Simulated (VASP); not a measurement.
# BiAs (CsCl type) (Pm-3m) in VASP: a series of runs

Runs on BiAs (CsCl type). Level: PBE. Tasks: electric field gradients.

Program: VASP 6.6.1. These are calculated values, not measurements. Logs are shortened: lines on timing, memory, paths and dates and some standing lists are left out, and cuts for length are marked.

### 1 The cell of the first run

It takes space group Pm-3m (No. 221, cubic). The conventional cell has a = 3.619 Å, b = 3.619 Å, c = 3.619 Å, α = 90.00°, β = 90.00°, γ = 90.00°. Within 4.1 Å of As (site symmetry m-3m) lie 8 Bi at 3.13 Å and 6 As at 3.62 Å. Within 4.1 Å of Bi (site symmetry m-3m) lie 8 As at 3.13 Å and 6 Bi at 3.62 Å.

### 2 Electric field gradients, PBE (volume scaled by 0.9405)

Contents of INCAR:

```
PREC = Accurate
ENCUT = 520
EDIFF = 1E-8
ISMEAR = -1
SIGMA = 0.05
LREAL = F
LASPH = T
NELM = 80
ALGO = Normal
ISIF = 2
LWAVE = F
LCHARG = F
GGA = PE
LEFG = T
NBANDS = 17
```

Contents of KPOINTS:

```
regular mesh
0
Gamma
  13 13 13
```

Contents of POSCAR:

```
BiAs
1.0
    3.6192804749      0.0000000000      0.0000000000
    0.0000000000      3.6192804749      0.0000000000
    0.0000000000      0.0000000000      3.6192804749
As Bi
1 1
Direct
    0.0000000000      0.0000000000      0.0000000000
    0.5000000000      0.5000000000      0.5000000000
```

Potentials or basis: VASP PAW PBE potentials, release 64 (As, Bi_d).

Command:

```
cat potpaw_PBE.64/As/POTCAR potpaw_PBE.64/Bi_d/POTCAR > POTCAR
mpirun -np 1 vasp_std > vasp.out
```

OUTCAR:

```text
PREC = Accurate
   ENCUT = 520
   EDIFF = 1E-8
   ISMEAR = -1
   LREAL = F
   LASPH = T
   NELM = 80
   ISIF = 2
   GGA = PE

 ion  position               nearest neighbor table
   1  0.000  0.000  0.000-   2 3.13   2 3.13   2 3.13   2 3.13   2 3.13   2 3.13   2 3.13   2 3.13

   2  0.500  0.500  0.500-   1 3.13   1 3.13   1 3.13   1 3.13   1 3.13   1 3.13   1 3.13   1 3.13

  LATTYP: Found a simple cubic cell.
 ALAT       =     3.6192804749

  Lattice vectors:

 A1 = (   3.6192804749,   0.0000000000,   0.0000000000)
 A2 = (   0.0000000000,   3.6192804749,   0.0000000000)
 A3 = (   0.0000000000,   0.0000000000,   3.6192804749)

Analysis of symmetry for initial positions (statically):
=====================================================================
 Subroutine PRICEL returns:
 Original cell was already a primitive cell.

 Routine SETGRP: Setting up the symmetry group for a
 simple cubic supercell.

 Subroutine GETGRP returns: Found 48 space group operations
 (whereof 48 operations were pure point group operations)
 out of a pool of 48 trial point group operations.

The static configuration has the point symmetry O_h .

Analysis of symmetry for dynamics (positions and initial velocities):
=====================================================================
 Subroutine PRICEL returns:
 Original cell was already a primitive cell.

 Routine SETGRP: Setting up the symmetry group for a
 simple cubic supercell.

 Subroutine GETGRP returns: Found 48 space group operations
 (whereof 48 operations were pure point group operations)
 out of a pool of 48 trial point group operations.

The dynamic configuration has the point symmetry O_h .

 Subroutine INISYM returns: Found 48 space group operations
 (whereof 48 operations are pure point group operations),
 and found     1 'primitive' translations

----------------------------------------------------------------------------------------

                                     Primitive cell

  volume of cell :      47.4096

  direct lattice vectors                    reciprocal lattice vectors
     3.619280475  0.000000000  0.000000000     0.276298012  0.000000000  0.000000000
     0.000000000  3.619280475  0.000000000     0.000000000  0.276298012  0.000000000
     0.000000000  0.000000000  3.619280475     0.000000000  0.000000000  0.276298012

  length of vectors
     3.619280475  3.619280475  3.619280475     0.276298012  0.276298012  0.276298012

  position of ions in fractional coordinates (direct lattice)
     0.000000000  0.000000000  0.000000000
     0.500000000  0.500000000  0.500000000

  ion indices of the primitive-cell ions
   primitive index   ion index
                 1           1
                 2           2

----------------------------------------------------------------------------------------

 KPOINTS: regular mesh

Automatic generation of k-mesh.
 Grid dimensions read from file:
 generate k-points for:   13   13   13

 Generating k-lattice:

  Cartesian coordinates                     Fractional coordinates (reciprocal lattice)
     0.021253693  0.000000000  0.000000000     0.076923077  0.000000000  0.000000000
     0.000000000  0.021253693  0.000000000     0.000000000  0.076923077  0.000000000
     0.000000000  0.000000000  0.021253693     0.000000000  0.000000000  0.076923077

  Length of vectors
     0.021253693  0.021253693  0.021253693

  Shift w.r.t. Gamma in fractional coordinates (k-lattice)
     0.000000000  0.000000000  0.000000000

 Subroutine IBZKPT returns following result:
 ===========================================

 Found     84 irreducible k-points:

 Following reciprocal coordinates:
            Coordinates               Weight
  0.000000  0.000000  0.000000      1.000000
  0.076923  0.000000  0.000000      6.000000
  0.153846  0.000000  0.000000      6.000000
  0.230769  0.000000  0.000000      6.000000
  0.307692  0.000000  0.000000      6.000000
  0.384615  0.000000  0.000000      6.000000
[... 16 lines left out ...]
  0.307692  0.307692  0.000000     12.000000
  0.384615  0.307692  0.000000     24.000000
 [... further k-points ...]
   k-points           NKPTS =     84   k-points in BZ     NKDIM =     84   number of bands    NBANDS=     17
   number of dos      NEDOS =    301   number of ions     NIONS =      2
   total plane-waves  NPLWV =  21952
   dimension x,y,z NGX =    28 NGY =   28 NGZ =   28
   dimension x,y,z NGXF=    56 NGYF=   56 NGZF=   56
   ions per type =               1   1
   NGX,Y,Z   is equivalent  to a cutoff of  12.86, 12.86, 12.86 a.u.
   NGXF,Y,Z  is equivalent  to a cutoff of  25.72, 25.72, 25.72 a.u.
 SYSTEM =  unknown system
   PREC   = accura    normal or accurate (medium, high low for compatibility)
   ISTART =      0    job   : 0-new  1-cont  2-samecut
   ICHARG =      2    charge: 1-file 2-atom 10-const
   ISPIN  =      1    spin polarized calculation?
   LNONCOLLINEAR =      F non collinear calculations
   LSORBIT =      F    spin-orbit coupling
   LASPH  =      T    aspherical Exc in radial PAW
   ENCUT  =  520.0 eV  38.22 Ry    6.18 a.u.   6.73  6.73  6.73*2*pi/ulx,y,z
   NELM   =     80;   NELMIN=  2; NELMDL= -5     # of ELM steps
   EDIFF  = 0.1E-07   stopping-criterion for ELM
   LREAL  =      F    real-space projection
   EDIFFG = 0.1E-06   stopping-criterion for IOM
   NSW    =      0    number of steps for IOM
   IBRION =     -1    ionic relax: 0-MD 1-quasi-New 2-CG
   NFREE  =      0    steps in history (QN), initial steepest desc. (CG)
   ISIF   =      2    stress and relaxation
   ISYM   =      2    0-nonsym 1-usesym 2-fastsym
   POTIM  = 0.5000    time-step for ionic-motion
   TEBEG  =    0.0;   TEEND  =   0.0 temperature during run
   PSTRESS=    0.0 pullay stress
   NELECT =      20.0000    total number of electrons
   NUPDOWN=      -1.0000    fix difference up-down
   EMIN   =  10.00;   EMAX   =-10.00  energy-range for DOS
   EFERMI =   0.00;   METHOD = LEGACY
   ISMEAR =    -1;   SIGMA  =   0.05  broadening in eV -4-tet -1-fermi 0-gaus
   EFERMI_NEDOS =   21; number of points for ismear=-14 and -15
   IALGO  =     38    algorithm
   IMIX   =      4    mixing-type and parameters
     AMIX     =   0.40;   BMIX     =  1.00
     AMIX_MAG =   1.60;   BMIX_MAG =  1.00
  volume/ion in A,a.u.               =      23.70       159.97
  Fermi-wavevector in a.u.,A,eV,Ry     =   1.227805  2.320214 20.510839  1.507504
  Thomas-Fermi vector in A             =   2.362754
   LORBIT       =      0    0 simple, 1 ext, 2 COOP (PROOUT), +10 PAW based schemes
   GGA     = PE    functional components
   LHFCALC =     F    Hartree Fock is set to
   AEXX    =    0.0000 exact exchange contribution
   IVDW    =     0    specifies the selected vdW correction
   LEPSILON=     F    determine dielectric tensor
   LRPA    =     F    only Hartree local field effects (RPA)
 non-spin polarized calculation
  energy-cutoff  :      520.00
  volume of cell :       47.41
 maximum number of plane-waves:      1309
 NGX is ok and might be reduce to    28
   NGX = 13   NGY = 13   NGZ = 13

 number of electron      19.9999986 magnetization

 Free energy of the ion-electron system (eV)
  ---------------------------------------------------
  ext. energy  EPLUGINS =         0.00000000
  ---------------------------------------------------
  free energy    TOTEN  =        -8.01892222 eV

  energy without entropy =       -8.00708759  energy(sigma->0) =       -8.01300490

 E-fermi :   7.9380     XC(G=0): -10.7509

 val. band max:        7.9193995011   @ k =   0.4615   0.0000   0.0000
 cond. band min:       7.9617632524   @ k =   0.3846   0.0769   0.0000
 fundamental gap:      0.0423637513
 Fermi energy:         7.9379629047

 k-point     1 :       0.0000    0.0000    0.0000
  band No.  band energies     occupation
      1     -15.2782      2.00000
      2     -15.2782      2.00000
      3     -15.1605      2.00000
      4     -15.1605      2.00000
      5     -15.1605      2.00000
      6      -6.4866      2.00000
[... 9 lines left out ...]
     16      20.2200      0.00000
     17      20.5459      0.00000
[... 441 lines left out ...]
 k-point    24 :       0.3846    0.3077    0.0000
  band No.  band energies     occupation
      1     -15.2362      2.00000
      2     -15.2214      2.00000
      3     -15.1862      2.00000
      4     -15.1791      2.00000
      5     -15.1541      2.00000
      6      -3.9063      2.00000
[... 9 lines left out ...]
     16      16.9086      0.00000
     17      18.4943      0.00000

 [... further k-points ...]

------------------------ aborting loop because EDIFF is reached ----------------------------------------

  FORCE on cell =-STRESS in cart. coord.  units (eV):
  Direction    XX          YY          ZZ          XY          YZ          ZX
  --------------------------------------------------------------------------------------
  -------------------------------------------------------------------------------------
  Total        1.3566063      1.3566063      1.3566063      0.0000000      0.0000000     -0.0000000
  in kB       45.8456024     45.8456024     45.8456024      0.0000000      0.0000000     -0.0000000
  external PRESSURE =      45.8456024 kB  Pullay stress =       0.0000000 kB

 VOLUME and BASIS-vectors are now :
 -----------------------------------------------------------------------------
  energy-cutoff  :      520.00
  volume of cell :       47.41
      direct lattice vectors                 reciprocal lattice vectors
     3.619280475  0.000000000  0.000000000     0.276298012  0.000000000  0.000000000
     0.000000000  3.619280475  0.000000000     0.000000000  0.276298012  0.000000000
     0.000000000  0.000000000  3.619280475     0.000000000  0.000000000  0.276298012

 POSITION                                       TOTAL-FORCE (eV/Angst)
 -----------------------------------------------------------------------------------
      0.00000      0.00000      0.00000         0.000000      0.000000      0.000000
      1.80964      1.80964      1.80964         0.000000      0.000000      0.000000
 -----------------------------------------------------------------------------------
    total drift:                                0.000000      0.000000      0.000000

  FREE ENERGIE OF THE ION-ELECTRON SYSTEM (eV)
  ---------------------------------------------------
  free  energy   TOTEN  =        -8.0189222157 eV

  energy  without entropy=       -8.0070875899  energy(sigma->0) =       -8.01300490

 Electric field gradients (V/A^2)
---------------------------------------------------------------------
 ion       V_xx      V_yy      V_zz      V_xy      V_xz      V_yz
---------------------------------------------------------------------
   1      -0.000    -0.000     0.000    -0.000     0.000     0.000
   2       0.000     0.000    -0.000     0.000     0.000     0.000
---------------------------------------------------------------------

 Electric field gradients after diagonalization (V/A^2)
 (convention: |V_zz| > |V_xx| > |V_yy|)
----------------------------------------------------------------------
 ion       V_xx      V_yy      V_zz     asymmetry (V_yy - V_xx)/ V_zz
----------------------------------------------------------------------
   1      -0.000    -0.000     0.000       0.343
   2       0.000     0.000    -0.000       0.153
----------------------------------------------------------------------

           NMR quadrupolar parameters

 Cq : quadrupolar parameter    Cq=e*Q*V_zz/h
 eta: asymmetry parameters     (V_yy - V_xx)/ V_zz
 Q  : nuclear electric quadrupole moment in mb (millibarn)
----------------------------------------------------------------------
 ion       Cq(MHz)       eta       Q (mb)
----------------------------------------------------------------------
   1       0.000       0.343       1.000
   2      -0.000       0.153       1.000
----------------------------------------------------------------------
```

It took 50 s on 1 thread of Intel Xeon 6975P-C, shared host; peak memory 0.2 GiB.

Results:

- Free energy: -8.0189 eV
- Pressure: 4.6 GPa
- Band gap on the k mesh: zero (band 10 reaches 8.80 eV, above the bottom of band 11 at 5.72 eV)

Caveat: without QUAD_EFG the Cq values of the log hold for a quadrupole moment of 1 mb, not for the nuclei; spin-orbit coupling is left out, which moves the levels of the heavy elements.

[end of part 1 of 2]
